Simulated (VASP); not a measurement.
# Ta (Im-3m) in VASP: single point with PBE

Aim: the single point of Ta with PBE.

All numbers are computed with VASP 6.6.1; they aren't measurements. Logs are shortened: lines on timing, memory, paths and dates and some standing lists are left out, and cuts for length are marked.

### Step 1. The cell of the first run

The structure is cubic, space group Im-3m (No. 229). Conventional cell: a = 3.303 Å, b = 3.303 Å, c = 3.303 Å, α = 90.00°, β = 90.00°, γ = 90.00°. Within 3.8 Å of Ta (site symmetry m-3m) lie 14 Ta at 2.86 to 3.30 Å.

### Step 2. Single point, PBE

INCAR

```
SYSTEM = Ta
  ALGO = Normal
  EDIFF = 1E-6
  ENCUT = 500
  GGA = PE
  GGA_COMPAT = .FALSE.
  ISIF = 2
  ISMEAR = 0
  LASPH = .TRUE.
  LCHARG = .FALSE.
  LREAL = .FALSE.
  LWAVE = .FALSE.
  NBANDS = 18
  NELM = 120
  PREC = Accurate
  SIGMA = 0.15
```

KPOINTS

```
k-points
0
G
  18 18 10
  0 0 0
```

POSCAR

```
Ta
1.0
   -1.6512800000      1.6512800000      1.6512800000
    1.6512800000     -1.6512800000      1.6512800000
    3.3025600000      3.3025600000      0.0000000000
Ta
2
Direct
    0.0000000000      0.0000000000      0.0000000000
    0.5000000000      0.5000000000      0.5000000000
```

Potentials or basis: VASP PAW PBE potentials, release 64 (Ta_pv).

On the command line:

```sh
$ cat potpaw_PBE.64/Ta_pv/POTCAR > POTCAR
$ mpirun -np 1 vasp_std > vasp.out
```

OUTCAR:

```text
SYSTEM = Ta
   EDIFF = 1E-6
   ENCUT = 500
   GGA = PE
   ISIF = 2
   ISMEAR = 0
   LASPH = .TRUE.
   LREAL = .FALSE.
   NELM = 120
   PREC = Accurate

 ion  position               nearest neighbor table
   1  0.000  0.000  0.000-   2 2.86   2 2.86   2 2.86   2 2.86   2 3.30   2 3.30   2 3.30   2 3.30

   2  0.500  0.500  0.500-   1 2.86   1 2.86   1 2.86   1 2.86   1 3.30   1 3.30   1 3.30   1 3.30

  LATTYP: Found a base centered orthorhombic cell.
 ALAT       =     3.3025600000
 B/A-ratio  =     1.4142135624
 C/A-ratio  =     1.4142135624

  Lattice vectors:

 A1 = (  -1.6512800000,   1.6512800000,   1.6512800000)
 A2 = (   1.6512800000,  -1.6512800000,   1.6512800000)
 A3 = (   3.3025600000,   3.3025600000,   0.0000000000)

Analysis of symmetry for initial positions (statically):
=====================================================================
 Subroutine PRICEL returns following result:

  LATTYP: Found a body centered cubic cell.
 ALAT       =     3.3025600000

  Lattice vectors:

 A1 = (  -1.6512800000,   1.6512800000,  -1.6512800000)
 A2 = (  -1.6512800000,  -1.6512800000,   1.6512800000)
 A3 = (   1.6512800000,   1.6512800000,   1.6512800000)

   2 primitive cells build up your supercell.

 Routine SETGRP: Setting up the symmetry group for a
 base centered orthorhombic supercell.

 Subroutine GETGRP returns: Found  8 space group operations
 (whereof  8 operations were pure point group operations)
 out of a pool of  8 trial point group operations.

The static configuration has the point symmetry D_2h.

Analysis of symmetry for dynamics (positions and initial velocities):
=====================================================================
 Subroutine PRICEL returns following result:

  LATTYP: Found a body centered cubic cell.
 ALAT       =     3.3025600000

  Lattice vectors:

 A1 = (  -1.6512800000,   1.6512800000,  -1.6512800000)
 A2 = (  -1.6512800000,  -1.6512800000,   1.6512800000)
 A3 = (   1.6512800000,   1.6512800000,   1.6512800000)

   2 primitive cells build up your supercell.

 Routine SETGRP: Setting up the symmetry group for a
 base centered orthorhombic supercell.

 Subroutine GETGRP returns: Found  8 space group operations
 (whereof  8 operations were pure point group operations)
 out of a pool of  8 trial point group operations.

The dynamic configuration has the point symmetry D_2h.

 Subroutine INISYM returns: Found  8 space group operations
 (whereof  8 operations are pure point group operations),
 and found     2 'primitive' translations

----------------------------------------------------------------------------------------

                                     Primitive cell

  volume of cell :      18.0104

  direct lattice vectors                    reciprocal lattice vectors
    -1.651280000  1.651280000 -1.651280000    -0.302795407  0.302795407  0.000000000
    -1.651280000 -1.651280000  1.651280000    -0.302795407  0.000000000  0.302795407
     1.651280000  1.651280000  1.651280000     0.000000000  0.302795407  0.302795407

  length of vectors
     2.860100858  2.860100858  2.860100858     0.428217371  0.428217371  0.428217371

  position of ions in fractional coordinates (direct lattice)
     0.000000000  0.000000000  0.000000000

  ion indices of the primitive-cell ions
   primitive index   ion index
                 1           1

----------------------------------------------------------------------------------------

 KPOINTS: k-points

Automatic generation of k-mesh.
 Grid dimensions read from file:
 generate k-points for:   18   18   10

 Generating k-lattice:

  Cartesian coordinates                     Fractional coordinates (reciprocal lattice)
    -0.008410984  0.008410984  0.016821967     0.055555556  0.000000000  0.000000000
     0.008410984 -0.008410984  0.016821967     0.000000000  0.055555556  0.000000000
     0.015139770  0.015139770  0.000000000     0.000000000  0.000000000  0.100000000

  Length of vectors
     0.020602618  0.020602618  0.021410869

  Shift w.r.t. Gamma in fractional coordinates (k-lattice)
     0.000000000  0.000000000  0.000000000

 Subroutine IBZKPT returns following result:
 ===========================================

 Found    546 irreducible k-points:

 Following reciprocal coordinates:
            Coordinates               Weight
  0.000000  0.000000  0.000000      1.000000
  0.055556  0.000000  0.000000      4.000000
  0.111111  0.000000  0.000000      4.000000
  0.166667  0.000000  0.000000      4.000000
  0.222222  0.000000  0.000000      4.000000
  0.277778  0.000000  0.000000      4.000000
[... 16 lines left out ...]
 -0.277778  0.055556  0.000000      4.000000
 -0.222222  0.055556  0.000000      4.000000
 [... further k-points ...]
   k-points           NKPTS =    546   k-points in BZ     NKDIM =    546   number of bands    NBANDS=     18
   number of dos      NEDOS =    301   number of ions     NIONS =      2
   total plane-waves  NPLWV =  20736
   dimension x,y,z NGX =    24 NGY =   24 NGZ =   36
   dimension x,y,z NGXF=    48 NGYF=   48 NGZF=   72
   ions per type =               2
   NGX,Y,Z   is equivalent  to a cutoff of  13.95, 13.95, 12.81 a.u.
   NGXF,Y,Z  is equivalent  to a cutoff of  27.90, 27.90, 25.63 a.u.
 SYSTEM =  Ta
   PREC   = accura    normal or accurate (medium, high low for compatibility)
   ISTART =      0    job   : 0-new  1-cont  2-samecut
   ICHARG =      2    charge: 1-file 2-atom 10-const
   ISPIN  =      1    spin polarized calculation?
   LNONCOLLINEAR =      F non collinear calculations
   LSORBIT =      F    spin-orbit coupling
   LASPH  =      T    aspherical Exc in radial PAW
   ENCUT  =  500.0 eV  36.75 Ry    6.06 a.u.   5.21  5.21  8.52*2*pi/ulx,y,z
   NELM   =    120;   NELMIN=  2; NELMDL= -5     # of ELM steps
   EDIFF  = 0.1E-05   stopping-criterion for ELM
   LREAL  =      F    real-space projection
   EDIFFG = 0.1E-04   stopping-criterion for IOM
   NSW    =      0    number of steps for IOM
   IBRION =     -1    ionic relax: 0-MD 1-quasi-New 2-CG
   NFREE  =      0    steps in history (QN), initial steepest desc. (CG)
   ISIF   =      2    stress and relaxation
   ISYM   =      2    0-nonsym 1-usesym 2-fastsym
   POTIM  = 0.5000    time-step for ionic-motion
   TEBEG  =    0.0;   TEEND  =   0.0 temperature during run
   PSTRESS=    0.0 pullay stress
   NELECT =      22.0000    total number of electrons
   NUPDOWN=      -1.0000    fix difference up-down
   EMIN   =  10.00;   EMAX   =-10.00  energy-range for DOS
   EFERMI =   0.00;   METHOD = LEGACY
   ISMEAR =     0;   SIGMA  =   0.15  broadening in eV -4-tet -1-fermi 0-gaus
   EFERMI_NEDOS =   21; number of points for ismear=-14 and -15
   IALGO  =     38    algorithm
   IMIX   =      4    mixing-type and parameters
     AMIX     =   0.40;   BMIX     =  1.00
     AMIX_MAG =   1.60;   BMIX_MAG =  1.00
  volume/ion in A,a.u.               =      18.01       121.54
  Fermi-wavevector in a.u.,A,eV,Ry     =   1.388988  2.624806 26.249534  1.929286
  Thomas-Fermi vector in A             =   2.513061
   LORBIT       =      0    0 simple, 1 ext, 2 COOP (PROOUT), +10 PAW based schemes
   GGA     = PE    functional components
   LHFCALC =     F    Hartree Fock is set to
   AEXX    =    0.0000 exact exchange contribution
   IVDW    =     0    specifies the selected vdW correction
   LEPSILON=     F    determine dielectric tensor
   LRPA    =     F    only Hartree local field effects (RPA)
 non-spin polarized calculation
 Gauss-broadening in eV      SIGMA  =   0.15
  energy-cutoff  :      500.00
  volume of cell :       36.02
 maximum number of plane-waves:       932
 NGX is ok and might be reduce to    24
   NGX = 11   NGY = 11   NGZ = 17

 number of electron      22.0000001 magnetization

 Free energy of the ion-electron system (eV)
  ---------------------------------------------------
  ext. energy  EPLUGINS =         0.00000000
  ---------------------------------------------------
  free energy    TOTEN  =       -23.63418648 eV

  energy without entropy =      -23.60499705  energy(sigma->0) =      -23.61959177

 E-fermi :   5.4912     XC(G=0): -12.6183

 val. band max:        5.4909187912   @ k =  -0.1111   0.0556   0.4000
 cond. band min:       5.4927513374   @ k =   0.1667   0.1667   0.2000
 fundamental gap:      0.0018325462
 Fermi energy:         5.4911522827

 k-point     1 :       0.0000    0.0000    0.0000
  band No.  band energies     occupation
      1     -28.7567      2.00000
      2     -27.9630      2.00000
      3     -27.5911      2.00000
      4     -27.5837      2.00000
      5     -27.5834      2.00000
      6     -27.5832      2.00000
[... 10 lines left out ...]
     17      10.4044      0.00000
     18      13.2863      0.00000

 k-point     2 :       0.0556    0.0000    0.0000
  band No.  band energies     occupation
      1     -28.7454      2.00000
      2     -27.9735      2.00000
      3     -27.6131      2.00000
      4     -27.6059      2.00000
      5     -27.5892      2.00000
      6     -27.5860      2.00000
[... 10 lines left out ...]
     17      10.5027      0.00000
     18      13.4069      0.00000

 k-point     3 :       0.1111    0.0000    0.0000
  band No.  band energies     occupation
      1     -28.7118      2.00000
      2     -28.0084      2.00000
      3     -27.6978      2.00000
      4     -27.6431      2.00000
      5     -27.6075      2.00000
      6     -27.5931      2.00000
[... 10 lines left out ...]
     17      10.6583      0.00000
     18      13.8005      0.00000

 k-point     4 :       0.1667    0.0000    0.0000
  band No.  band energies     occupation
      1     -28.6575      2.00000
      2     -28.0751      2.00000
      3     -27.8259      2.00000
      4     -27.6842      2.00000
      5     -27.6382      2.00000
      6     -27.6045      2.00000
[... 375 lines left out ...]
      4     -27.7494      2.00000
      5     -27.7408      2.00000
      6     -27.6599      2.00000
[... 10 lines left out ...]
     17      10.0753      0.00000
     18      14.6130      0.00000

 k-point    23 :      -0.2778    0.0556    0.0000
  band No.  band energies     occupation
      1     -28.5435      2.00000
      2     -28.2743      2.00000
      3     -28.1258      2.00000
      4     -27.7357      2.00000
      5     -27.6885      2.00000
      6     -27.6391      2.00000
[... 10 lines left out ...]
     17      10.5027      0.00000
     18      15.0538      0.00000

 k-point    24 :      -0.2222    0.0556    0.0000
  band No.  band energies     occupation
      1     -28.6210      2.00000
      2     -28.1590      2.00000
      3     -27.9660      2.00000
      4     -27.7211      2.00000
      5     -27.6418      2.00000
      6     -27.6219      2.00000
[... 10 lines left out ...]
     17      10.8692      0.00000
     18      14.8925      0.00000

 [... further k-points ...]

------------------------ aborting loop because EDIFF is reached ----------------------------------------

  FORCE on cell =-STRESS in cart. coord.  units (eV):
  Direction    XX          YY          ZZ          XY          YZ          ZX
  --------------------------------------------------------------------------------------
  -------------------------------------------------------------------------------------
  Total        0.7085078      0.7085078      0.7028223      0.0298607      0.0000000      0.0000000
  in kB       31.5139667     31.5139667     31.2610798      1.3281854      0.0000000      0.0000000
  external PRESSURE =      31.4296711 kB  Pullay stress =       0.0000000 kB

 VOLUME and BASIS-vectors are now :
 -----------------------------------------------------------------------------
  energy-cutoff  :      500.00
  volume of cell :       36.02
      direct lattice vectors                 reciprocal lattice vectors
    -1.651280000  1.651280000  1.651280000    -0.151397704  0.151397704  0.302795407
     1.651280000 -1.651280000  1.651280000     0.151397704 -0.151397704  0.302795407
     3.302560000  3.302560000  0.000000000     0.151397704  0.151397704  0.000000000

 POSITION                                       TOTAL-FORCE (eV/Angst)
 -----------------------------------------------------------------------------------
      0.00000      0.00000      0.00000         0.000000      0.000000      0.000000
      1.65128      1.65128      1.65128        -0.000000     -0.000000     -0.000000
 -----------------------------------------------------------------------------------
    total drift:                               -0.000000     -0.000000      0.000000

  FREE ENERGIE OF THE ION-ELECTRON SYSTEM (eV)
  ---------------------------------------------------
  free  energy   TOTEN  =       -23.6341864784 eV

  energy  without entropy=      -23.6049970519  energy(sigma->0) =      -23.61959177
```

Run time: 4.1 min. Hardware: 1 thread of Intel Xeon 8259CL, shared host; peak memory 0.38 GiB.

Results:

| Item | Value |
| --- | --- |
| Free energy | -23.6342 eV |
| Pressure | 3.1 GPa |
| Band gap on the k mesh | zero (bands 11 and 12 overlap by 2.96 eV) |

Caveat: the cell stands under pressure; spin-orbit coupling is left out, which moves the levels of the heavy elements.
